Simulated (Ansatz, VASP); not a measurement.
## CdI2 in VASP and in Ansatz

```xyz
3
Lattice="4.2016 0.0000 0.0000 -2.1008 3.6387 0.0000 0.0000 0.0000 6.8590" Properties=species:S:1:pos:R:3 pbc="T T T"
Cd    0.0000    0.0000    0.0000
I     0.0000    2.4258    1.7093
I     2.1008    1.2129    5.1497
```

Change from the starting cell: equal xx and yy strain of -1 %.

Alike in both runs: task single point; functional PBEsol; k mesh 8 × 8 × 5; occupations fermi-dirac, width 0.03 eV; no spin polarisation.

```csv
,VASP,Ansatz
version,VASP 6.6.1,Ansatz 0.2.0
potentials or method,"VASP PAW PBE potentials, release 64 (Cd, I), cutoff 500 eV","all-electron LAPW, scalar-relativistic"
```

Ansatz gave:

```
gap on the k mesh at the Fermi level (eV)                     : 2.28
pressure (GPa)                                                : 0.3
traceless stress, the component that is largest in VASP (GPa) : -0.06
rms of the force components (eV/Å)                            : 0.002
```

Problem. Which values does VASP return?

Solution. gap on the k mesh at the Fermi level (eV): 2.27; pressure (GPa): 0.4; traceless stress, the component that is largest in VASP (GPa): -0.07; rms of the force components (eV/Å): 0.011.

VASP's potentials were made for PBE, not for PBEsol. Atom by atom the forces differ by 0.012 eV/Å (rms over components). Ansatz ran all-electron here, and VASP with PAW potentials.

Spin-orbit coupling is off throughout.
